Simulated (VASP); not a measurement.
Input of a VASP 6.6.1 run:

The input INCAR:

```
SYSTEM = SnTe
  PREC = Accurate
  ENCUT = 500
  EDIFF = 1E-6
  ISMEAR = 0
  SIGMA = 0.03
  LREAL = .False.
  LASPH = .True.
  NELM = 120
  ALGO = Normal
  ISIF = 2
  LWAVE = .False.
  LCHARG = .False.
  GGA = PS
  NBANDS = 17
  GGA_COMPAT = .False.
```

File KPOINTS:

```
regular mesh
0
Gamma
  10 10 10
  0 0 0
```

File POSCAR:

```
SnTe
1.0
    0.0000000000      3.0302400000      3.1565000000
    3.0302400000      0.0000000000      3.1565000000
    3.0302400000      3.0302400000      0.0000000000
Sn Te
1 1
Direct
    0.0000000000      0.0000000000      0.0000000000
    0.5000000000      0.5000000000      0.5000000000
```

Potentials or basis: VASP PAW PBE potentials, release 64 (Sn_d, Te).

Run with:

```bash
$ cat potpaw_PBE.64/Sn_d/POTCAR potpaw_PBE.64/Te/POTCAR > POTCAR
$ mpirun -np 1 vasp_std > vasp.out
```

Question: What does it give for the pressure?

Answer: 4.1 GPa.

Question: What does it give for the band gap on the k mesh?

Answer: 0.11 eV (least direct gap 0.44 eV).

Stress tensor (GPa, compression positive):
```
 6.36  0.00  0.00
 0.00  6.36  0.00
 0.00  0.00 -0.34
```

Caveat: the cell differs from its parent crystal (strain -0.0400 x Voigt [1, 1, 0, 0, 0, 0]); the cell stands under pressure; the PAW data sets were made with another functional, which shifts forces and pressure a little; spin-orbit coupling is left out, which moves the levels of the heavy elements. A k mesh can miss the band edges.
